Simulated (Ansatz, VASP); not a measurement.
## One calculation of Ti, two programs

```xyz
1
Lattice="0.0000 2.0300 2.0503 2.0300 0.0000 2.0503 2.0300 2.0300 0.0000" Properties=species:S:1:pos:R:3 pbc="T T T"
Ti    0.0000    0.0000    0.0000
```

Change from the starting cell: zz strain of +1 %.

Alike in both runs: task single point; functional LDA; k mesh 15 × 15 × 15; occupations fermi-dirac, width 0.05 eV; no spin polarisation.

|  | VASP | Ansatz |
| --- | --- | --- |
| version | VASP 6.6.1 | Ansatz 0.2.0 |
| potentials or method | VASP PAW LDA potentials, release 64 (Ti_sv), cutoff 520 eV | all-electron LAPW, scalar-relativistic |

|  | VASP | Ansatz | Ansatz less VASP |
| --- | --- | --- | --- |
| pressure (GPa) | -6.0 | -5.9 | +0.13 |
| traceless stress, the component that is largest in VASP (GPa) | -0.23 | -0.23 | -0.001 |

LDA's correlation is that of Perdew and Zunger in VASP and of Perdew and Wang (1992) in Ansatz. Ansatz ran all-electron here, and VASP with PAW potentials.
